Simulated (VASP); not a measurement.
Here is a VASP 6.6.1 calculation.

INCAR

```
SYSTEM = Ti
PREC     = Accurate       ! precision mode
ENCUT    = 520            ! plane-wave cutoff, eV
EDIFF    = 1E-6           ! SCF threshold, eV
ISMEAR   = 0              ! smearing method
SIGMA    = 0.15           ! smearing width, eV
LREAL    = .False.        ! projectors in reciprocal space
LASPH    = .True.         ! aspherical terms in the spheres
NELM     = 60             ! most SCF steps
ALGO     = Fast           ! electronic algorithm
ISIF     = 2              ! what is computed and relaxed
LWAVE    = .False.        ! write WAVECAR
LCHARG   = .False.        ! write CHGCAR
GGA      = PS             ! functional
NBANDS   = 12             ! bands
```

Contents of KPOINTS:

```
regular mesh
0
Gamma
  20 20 20
  0 0 0
```

POSCAR

```
Ti
1.0
   -1.6410000000      1.6410000000      1.6163850000
    1.6410000000     -1.6410000000      1.6163850000
    1.6410000000      1.6410000000     -1.6163850000
Ti
1
Direct
    0.0000000000      0.0000000000      0.0000000000
```

Potentials or basis: VASP PAW PBE potentials, release 64 (Ti_sv).

Launch:

```console
$ cat potpaw_PBE.64/Ti_sv/POTCAR > POTCAR
$ mpirun -np 1 vasp_std > vasp.out
```

Predict the pressure.

-5.5 GPa.

Predict the band gap on the k mesh.

zero (bands 6 and 7 overlap by 1.63 eV).

Stress tensor (GPa, compression positive):
```
-5.37  0.00  0.00
 0.00 -5.37  0.00
 0.00  0.00 -5.78
```

Caveat: the cell differs from its parent crystal (strain +0.000 along x and y, -0.015 along z); the cell stands under tension; the PAW data sets were made with another functional, which shifts forces and pressure a little.
